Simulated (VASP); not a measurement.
# PbS (Pm-3m) in VASP: settings compared

The runs below take PbS through single point, with PBE-based screened hybrid with 35 % exact exchange, PBE-based global hybrid with 100 % exact exchange, HSE06.

All numbers are computed with VASP 6.6.1; they aren't measurements. Logs are shortened: lines on timing, memory, paths and dates and some standing lists are left out, and cuts for length are marked.

### Step 1. The cell of the first run

Symmetry: Pm-3m, No. 221, cubic system. Conventional cell: a = 3.635 Å, b = 3.635 Å, c = 3.635 Å, α = 90.00°, β = 90.00°, γ = 90.00°. Pb (site symmetry m-3m) has 8 S at 3.15 Å and 6 Pb at 3.64 Å within 4.1 Å. S (site symmetry m-3m) has 8 Pb at 3.15 Å and 6 S at 3.64 Å within 4.1 Å.

### Step 2. Single point, PBE-based screened hybrid with 35 % exact exchange

Input file POSCAR:

```
PbS
1.0
    3.6351320118      0.0000000000      0.0000000000
    0.0000000000      3.6351320118      0.0000000000
    0.0000000000      0.0000000000      3.6351320118
Pb S
1 1
Direct
    0.0000000000      0.0000000000      0.0000000000
    0.5000000000      0.5000000000      0.5000000000
```

Input file INCAR.step1:

```
PREC     = Accurate       # precision mode
ENCUT    = 520            # plane-wave cutoff, eV
EDIFF    = 1E-5           # SCF threshold, eV
ISMEAR   = -1             # smearing method
SIGMA    = 0.02           # smearing width, eV
LREAL    = False          # projectors in reciprocal space
LASPH    = True           # aspherical terms in the spheres
NELM     = 80             # most SCF steps
ALGO     = Normal         # electronic algorithm
ISIF     = 2              # what is computed and relaxed
LWAVE    = True           # write WAVECAR
LCHARG   = False          # write CHGCAR
NBANDS   = 17             # bands
GGA      = PE             # functional
```

Input file INCAR.step2:

```
PREC     = Accurate       # precision mode
ENCUT    = 520            # plane-wave cutoff, eV
EDIFF    = 1E-6           # SCF threshold, eV
ISMEAR   = -1             # smearing method
SIGMA    = 0.02           # smearing width, eV
LREAL    = False          # projectors in reciprocal space
LASPH    = True           # aspherical terms in the spheres
NELM     = 80             # most SCF steps
ALGO     = Normal         # electronic algorithm
ISIF     = 2              # what is computed and relaxed
LWAVE    = False          # write WAVECAR
LCHARG   = False          # write CHGCAR
GGA      = PE             # functional
LHFCALC  = True           # exact exchange
AEXX     = 0.35           # exact-exchange fraction
HFSCREEN = 0.3            # screening, 1/A
PRECFOCK = Normal       
NBANDS   = 17             # bands
ISTART   = 1
```

Input file KPOINTS:

```
regular mesh
0
Gamma
  4 4 4
```

Potentials or basis: VASP PAW PBE potentials, release 64 (Pb_d, S).

On the command line:

```console
$ cat potpaw_PBE.64/Pb_d/POTCAR potpaw_PBE.64/S/POTCAR > POTCAR
$ cp INCAR.step1 INCAR
$ mpirun -np 1 vasp_std > vasp.out
$ cp INCAR.step2 INCAR
$ mpirun -np 1 vasp_std > vasp.out
```

OUTCAR:

```text
PREC = Accurate
   ENCUT = 520
   EDIFF = 1E-6
   ISMEAR = -1
   LREAL = False
   LASPH = True
   NELM = 80
   ISIF = 2
   GGA = PE
   LHFCALC = True
   AEXX = 0.35
   HFSCREEN = 0.3
   PRECFOCK = Normal
   ISTART = 1

 ion  position               nearest neighbor table
   1  0.000  0.000  0.000-   2 3.15   2 3.15   2 3.15   2 3.15   2 3.15   2 3.15   2 3.15   2 3.15

   2  0.500  0.500  0.500-   1 3.15   1 3.15   1 3.15   1 3.15   1 3.15   1 3.15   1 3.15   1 3.15

  LATTYP: Found a simple cubic cell.
 ALAT       =     3.6351320118

  Lattice vectors:

 A1 = (   3.6351320118,   0.0000000000,   0.0000000000)
 A2 = (   0.0000000000,   3.6351320118,   0.0000000000)
 A3 = (   0.0000000000,   0.0000000000,   3.6351320118)

Analysis of symmetry for initial positions (statically):
=====================================================================
 Subroutine PRICEL returns:
 Original cell was already a primitive cell.

 Routine SETGRP: Setting up the symmetry group for a
 simple cubic supercell.

 Subroutine GETGRP returns: Found 48 space group operations
 (whereof 48 operations were pure point group operations)
 out of a pool of 48 trial point group operations.

The static configuration has the point symmetry O_h .

Analysis of symmetry for dynamics (positions and initial velocities):
=====================================================================
 Subroutine PRICEL returns:
 Original cell was already a primitive cell.

 Routine SETGRP: Setting up the symmetry group for a
 simple cubic supercell.

 Subroutine GETGRP returns: Found 48 space group operations
 (whereof 48 operations were pure point group operations)
 out of a pool of 48 trial point group operations.

The dynamic configuration has the point symmetry O_h .

 Subroutine INISYM returns: Found 48 space group operations
 (whereof 48 operations are pure point group operations),
 and found     1 'primitive' translations

----------------------------------------------------------------------------------------

                                     Primitive cell

  volume of cell :      48.0353

  direct lattice vectors                    reciprocal lattice vectors
     3.635132012  0.000000000  0.000000000     0.275093173  0.000000000  0.000000000
[... 73 lines left out ...]
   EDIFFG = 0.1E-04   stopping-criterion for IOM
   NSW    =      0    number of steps for IOM
   IBRION =     -1    ionic relax: 0-MD 1-quasi-New 2-CG
   NFREE  =      0    steps in history (QN), initial steepest desc. (CG)
   ISIF   =      2    stress and relaxation
   ISYM   =      3    0-nonsym 1-usesym 2-fastsym
   POTIM  = 0.5000    time-step for ionic-motion
   TEBEG  =    0.0;   TEEND  =   0.0 temperature during run
   PSTRESS=    0.0 pullay stress
   NELECT =      20.0000    total number of electrons
   NUPDOWN=      -1.0000    fix difference up-down
   EMIN   =  10.00;   EMAX   =-10.00  energy-range for DOS
   EFERMI =   0.00;   METHOD = LEGACY
   ISMEAR =    -1;   SIGMA  =   0.02  broadening in eV -4-tet -1-fermi 0-gaus
   EFERMI_NEDOS =   21; number of points for ismear=-14 and -15
   IALGO  =     38    algorithm
   IMIX   =      1    mixing-type and parameters
     AMIX     =   0.40;   BMIX     =  1.00
     AMIX_MAG =   1.60;   BMIX_MAG =  1.00
  volume/ion in A,a.u.               =      24.02       162.08
  Fermi-wavevector in a.u.,A,eV,Ry     =   1.222451  2.310097 20.332348  1.494385
  Thomas-Fermi vector in A             =   2.357597
   LORBIT       =      0    0 simple, 1 ext, 2 COOP (PROOUT), +10 PAW based schemes
   GGA     = PE    functional components
   LHFCALC =     T    Hartree Fock is set to
   PRECFOCK=normal    Normal, Fast or Accurate (Low or Medium for compatibility)
   ENCUT4O =  -1.0   cutoff for four orbital integrals eV
   NKREDX  =     1    reduce k-point grid by
   NKREDY  =     1    reduce k-point grid by
   NKREDZ  =     1    reduce k-point grid by
   AEXX    =    0.3500 exact exchange contribution
   HFSCREEN=    0.3000 screening length (either q_TF or 0.3 A-1)
   HFSCREENC=   0.3000 screening length for correlation (either q_TF or 0.3 A-1)
   ENCUTFOCK=  -1.0 apply spherical cutoff to Coloumb kernel
   IVDW    =     0    specifies the selected vdW correction
   LEPSILON=     F    determine dielectric tensor
   LRPA    =     F    only Hartree local field effects (RPA)
 non-spin polarized calculation
  energy-cutoff  :      520.00
  volume of cell :       48.04
 maximum number of plane-waves:      1328
 NGX is ok and might be reduce to    28
  NGX = 24; NGY = 24; NGZ = 24

 number of electron      19.9999994 magnetization

 Free energy of the ion-electron system (eV)
  ---------------------------------------------------
  ext. energy  EPLUGINS =         0.00000000
  ---------------------------------------------------
  free energy    TOTEN  =        -9.98608236 eV

  energy without entropy =       -9.98586542  energy(sigma->0) =       -9.98597389

 E-fermi :   5.8169     XC(G=0):  -7.9841

 val. band max:        5.7258413407   @ k =   0.5000   0.5000   0.5000
 cond. band min:       5.9080441914   @ k =   0.5000   0.0000   0.0000
 fundamental gap:      0.1822028507
 Fermi energy:         5.8169425647

 k-point     1 :       0.0000    0.0000    0.0000
  band No.  band energies     occupation
      1     -13.3271      2.00000
      2     -13.3271      2.00000
      3     -13.1163      2.00000
      4     -13.1163      2.00000
      5     -13.1163      2.00000
      6      -9.2212      2.00000
[... 177 lines left out ...]
      4     -13.0493      2.00000
      5     -13.0493      2.00000
      6      -6.6359      2.00000
[... 9 lines left out ...]
     16      21.2269      0.00000
     17      24.0875      0.00000

------------------------ aborting loop because EDIFF is reached ----------------------------------------

  FORCE on cell =-STRESS in cart. coord.  units (eV):
  Direction    XX          YY          ZZ          XY          YZ          ZX
  --------------------------------------------------------------------------------------
  -------------------------------------------------------------------------------------
  Total       -0.6412193     -0.6412193     -0.6412193     -0.0000000      0.0000000     -0.0000000
  in kB      -21.3873331    -21.3873331    -21.3873331     -0.0000000      0.0000000     -0.0000000
  external PRESSURE =     -21.3873331 kB  Pullay stress =       0.0000000 kB

 VOLUME and BASIS-vectors are now :
 -----------------------------------------------------------------------------
  energy-cutoff  :      520.00
  volume of cell :       48.04
      direct lattice vectors                 reciprocal lattice vectors
     3.635132012  0.000000000  0.000000000     0.275093173  0.000000000  0.000000000
     0.000000000  3.635132012  0.000000000     0.000000000  0.275093173  0.000000000
     0.000000000  0.000000000  3.635132012     0.000000000  0.000000000  0.275093173

 POSITION                                       TOTAL-FORCE (eV/Angst)
 -----------------------------------------------------------------------------------
      0.00000      0.00000      0.00000         0.000000      0.000000      0.000000
      1.81757      1.81757      1.81757         0.000000      0.000000      0.000000
 -----------------------------------------------------------------------------------
    total drift:                               -0.000003     -0.000003     -0.000002

  FREE ENERGIE OF THE ION-ELECTRON SYSTEM (eV)
  ---------------------------------------------------
  free  energy   TOTEN  =        -9.9860823581 eV

  energy  without entropy=       -9.9858654151  energy(sigma->0) =       -9.98597389
```

Run time: 9.2 min. Hardware: 1 thread of Intel Xeon Platinum 8259CL at 2.50GHz (Skylake/Cascade Lake), shared host; peak memory 0.28 GiB.

Results:

```yaml
Free_energy: -9.9861 eV
Pressure: -2.1 GPa
Band_gap_on_the_k_mesh: zero (bands 10 and 11 overlap by 0.18 eV)
```

Caveat: the k points lie up to 0.43 Å⁻¹ apart; the structure was generated, so it needn't be the stable form of PbS; the PAW data sets were made with another functional, which shifts forces and pressure a little; spin-orbit coupling is left out, which moves the levels of the heavy elements.

### Step 3. Single point, PBE-based global hybrid with 100 % exact exchange

POSCAR is that of step 2.

Input file INCAR.step1:

```
SYSTEM = PbS
ALGO = Normal ; EDIFF = 1E-5
ENCUT = 520 ; GGA = PE
ISIF = 2 ; ISMEAR = -1
LASPH = .True. ; LREAL = .False.
LWAVE = .True. ; NBANDS = 17
NELM = 80 ; PREC = Accurate
SIGMA = 0.02
```

Input file INCAR.step2:

```
SYSTEM = PbS
AEXX = 1.0 ; AGGAC = 1.0
ALDAC = 1.0 ; ALGO = Normal
EDIFF = 1E-7 ; ENCUT = 520
GGA = PE ; ISIF = 2
ISMEAR = -1 ; ISTART = 1
LASPH = .True. ; LCHARG = .True.
LELF = .True. ; LHFCALC = .True.
LREAL = .False. ; LVHAR = .True.
LWAVE = .False. ; NBANDS = 17
NELM = 80 ; PREC = Accurate
PRECFOCK = Normal ; SIGMA = 0.02
```

Input file KPOINTS:

```
k-points
0
Gamma
  4 4 4
  0 0 0
```

Potentials or basis: VASP PAW PBE potentials, release 64 (Pb_d, S).

On the command line:

```console
$ cat potpaw_PBE.64/Pb_d/POTCAR potpaw_PBE.64/S/POTCAR > POTCAR
$ cp INCAR.step1 INCAR
$ mpirun -np 1 vasp_std > vasp.out
$ cp INCAR.step2 INCAR
$ mpirun -np 1 vasp_std > vasp.out
```

OUTCAR:

```text
SYSTEM = PbS
   AEXX = 1.0
   EDIFF = 1E-7
   ENCUT = 520
   GGA = PE
   ISIF = 2
   ISMEAR = -1
   ISTART = 1
   LASPH = .True.
   LHFCALC = .True.
   LREAL = .False.
   NELM = 80
   PREC = Accurate
   PRECFOCK = Normal

 ion  position               nearest neighbor table
   1  0.000  0.000  0.000-   2 3.15   2 3.15   2 3.15   2 3.15   2 3.15   2 3.15   2 3.15   2 3.15

   2  0.500  0.500  0.500-   1 3.15   1 3.15   1 3.15   1 3.15   1 3.15   1 3.15   1 3.15   1 3.15

  LATTYP: Found a simple cubic cell.
 ALAT       =     3.6351320118

  Lattice vectors:

 A1 = (   3.6351320118,   0.0000000000,   0.0000000000)
 A2 = (   0.0000000000,   3.6351320118,   0.0000000000)
 A3 = (   0.0000000000,   0.0000000000,   3.6351320118)

Analysis of symmetry for initial positions (statically):
=====================================================================
 Subroutine PRICEL returns:
 Original cell was already a primitive cell.

 Routine SETGRP: Setting up the symmetry group for a
 simple cubic supercell.

 Subroutine GETGRP returns: Found 48 space group operations
 (whereof 48 operations were pure point group operations)
 out of a pool of 48 trial point group operations.

The static configuration has the point symmetry O_h .

Analysis of symmetry for dynamics (positions and initial velocities):
=====================================================================
 Subroutine PRICEL returns:
 Original cell was already a primitive cell.

 Routine SETGRP: Setting up the symmetry group for a
 simple cubic supercell.

 Subroutine GETGRP returns: Found 48 space group operations
 (whereof 48 operations were pure point group operations)
 out of a pool of 48 trial point group operations.

The dynamic configuration has the point symmetry O_h .

[... 105 lines left out ...]
  Fermi-wavevector in a.u.,A,eV,Ry     =   1.222451  2.310097 20.332348  1.494385
  Thomas-Fermi vector in A             =   2.357597
   LORBIT       =      0    0 simple, 1 ext, 2 COOP (PROOUT), +10 PAW based schemes
   GGA     = PE    functional components
   LHFCALC =     T    Hartree Fock is set to
   PRECFOCK=normal    Normal, Fast or Accurate (Low or Medium for compatibility)
   ENCUT4O =  -1.0   cutoff for four orbital integrals eV
   NKREDX  =     1    reduce k-point grid by
   NKREDY  =     1    reduce k-point grid by
   NKREDZ  =     1    reduce k-point grid by
   AEXX    =    1.0000 exact exchange contribution
   HFSCREEN=    0.0000 screening length (either q_TF or 0.3 A-1)
   HFSCREENC=   0.0000 screening length for correlation (either q_TF or 0.3 A-1)
   ENCUTFOCK=  -1.0 apply spherical cutoff to Coloumb kernel
   IVDW    =     0    specifies the selected vdW correction
   LEPSILON=     F    determine dielectric tensor
   LRPA    =     F    only Hartree local field effects (RPA)
 non-spin polarized calculation
  energy-cutoff  :      520.00
  volume of cell :       48.04
 maximum number of plane-waves:      1328
 NGX is ok and might be reduce to    28
  NGX = 24; NGY = 24; NGZ = 24

 number of electron      19.9999994 magnetization

 Free energy of the ion-electron system (eV)
  ---------------------------------------------------
  ext. energy  EPLUGINS =         0.00000000
  ---------------------------------------------------
  free energy    TOTEN  =       -19.45215623 eV

  energy without entropy =      -19.45215623  energy(sigma->0) =      -19.45215623

 E-fermi :   5.1254     XC(G=0):  -1.6319

 val. band max:        4.7076252800   @ k =   0.5000   0.5000   0.5000
 cond. band min:       6.1711656776   @ k =   0.5000   0.0000   0.0000
 fundamental gap:      1.4635403977
 Fermi energy:         5.1253920528

 k-point     1 :       0.0000    0.0000    0.0000
  band No.  band energies     occupation
      1     -20.7064      2.00000
      2     -20.7064      2.00000
      3     -20.5164      2.00000
      4     -20.5164      2.00000
      5     -20.5164      2.00000
      6     -16.0288      2.00000
[... 177 lines left out ...]
      4     -20.4167      2.00000
      5     -20.4167      2.00000
      6     -12.9386      2.00000
[... 9 lines left out ...]
     16      25.2941      0.00000
     17      28.7741      0.00000

------------------------ aborting loop because EDIFF is reached ----------------------------------------

  FORCE on cell =-STRESS in cart. coord.  units (eV):
  Direction    XX          YY          ZZ          XY          YZ          ZX
  --------------------------------------------------------------------------------------
  -------------------------------------------------------------------------------------
  Total       -2.1337600     -2.1337600     -2.1337600     -0.0000000      0.0000000     -0.0000000
  in kB      -71.1697739    -71.1697739    -71.1697739     -0.0000000      0.0000000     -0.0000000
  external PRESSURE =     -71.1697739 kB  Pullay stress =       0.0000000 kB

 VOLUME and BASIS-vectors are now :
 -----------------------------------------------------------------------------
  energy-cutoff  :      520.00
  volume of cell :       48.04
      direct lattice vectors                 reciprocal lattice vectors
     3.635132012  0.000000000  0.000000000     0.275093173  0.000000000  0.000000000
     0.000000000  3.635132012  0.000000000     0.000000000  0.275093173  0.000000000
     0.000000000  0.000000000  3.635132012     0.000000000  0.000000000  0.275093173

 POSITION                                       TOTAL-FORCE (eV/Angst)
 -----------------------------------------------------------------------------------
      0.00000      0.00000      0.00000         0.000000      0.000000      0.000000
      1.81757      1.81757      1.81757         0.000000      0.000000      0.000000
 -----------------------------------------------------------------------------------
    total drift:                                0.000001     -0.000002     -0.000002

  FREE ENERGIE OF THE ION-ELECTRON SYSTEM (eV)
  ---------------------------------------------------
  free  energy   TOTEN  =       -19.4521562290 eV

  energy  without entropy=      -19.4521562289  energy(sigma->0) =      -19.45215623
```

OUTCAR.step1:

```text
SYSTEM = PbS
   EDIFF = 1E-5
   ENCUT = 520
   GGA = PE
   ISIF = 2
   ISMEAR = -1
   LASPH = .True.
[... 405 lines left out ...]
      0.00000      0.00000      0.00000         0.000000      0.000000      0.000000
      1.81757      1.81757      1.81757         0.000000      0.000000      0.000000
 -----------------------------------------------------------------------------------
    total drift:                               -0.000000      0.000000      0.000000

  FREE ENERGIE OF THE ION-ELECTRON SYSTEM (eV)
  ---------------------------------------------------
  free  energy   TOTEN  =        -8.1825858939 eV

  energy  without entropy=       -8.1824255312  energy(sigma->0) =       -8.18250571
```

OSZICAR.step1:

```text
N       E                     dE             d eps       ncg     rms          rms(c)
DAV:   1     0.159803571688E+03    0.15980E+03   -0.10018E+04   340   0.127E+03
DAV:   2     0.269486933131E+01   -0.15711E+03   -0.15085E+03   373   0.325E+02
DAV:   3    -0.861498138834E+01   -0.11310E+02   -0.11203E+02   425   0.890E+01
DAV:   4    -0.885866381611E+01   -0.24368E+00   -0.24354E+00   431   0.140E+01
DAV:   5    -0.886732331859E+01   -0.86595E-02   -0.86591E-02   486   0.265E+00    0.436E+00
DAV:   6    -0.819198172942E+01    0.67534E+00   -0.17013E+00   506   0.931E+00    0.314E+00
DAV:   7    -0.818595345746E+01    0.60283E-02   -0.12662E-01   382   0.188E+00    0.180E+00
DAV:   8    -0.818254816361E+01    0.34053E-02   -0.13200E-02   402   0.108E+00    0.253E-01
DAV:   9    -0.818250735189E+01    0.40812E-04   -0.10087E-03   453   0.225E-01    0.971E-02
DAV:  10    -0.818259315621E+01   -0.85804E-04   -0.17155E-04   394   0.935E-02    0.591E-02
DAV:  11    -0.818258589389E+01    0.72623E-05   -0.20202E-05   272   0.412E-02
   1 F= -.81825859E+01 E0= -.81825057E+01  d E =-.160363E-03
```

Run time: 14 min. Hardware: 1 thread of Intel Xeon Platinum 8259CL at 2.50GHz (Skylake/Cascade Lake), shared host; peak memory 0.18 GiB.

Results:

| Property | Result |
| --- | --- |
| Free energy | -19.4522 eV |
| Pressure | -7.1 GPa |
| Band gap on the k mesh | zero (bands 10 and 11 overlap by 1.46 eV) |

Caveat: the k points lie up to 0.43 Å⁻¹ apart, too coarse for converged energies and pressures of a metal; the structure was generated, so it needn't be the stable form of PbS; the PAW data sets were made with another functional, which shifts forces and pressure a little; spin-orbit coupling is left out, which moves the levels of the heavy elements.

(Continued in part 2 of 2.)

The gap in the log of VASP goes by the Fermi energy; the results here count the filled bands.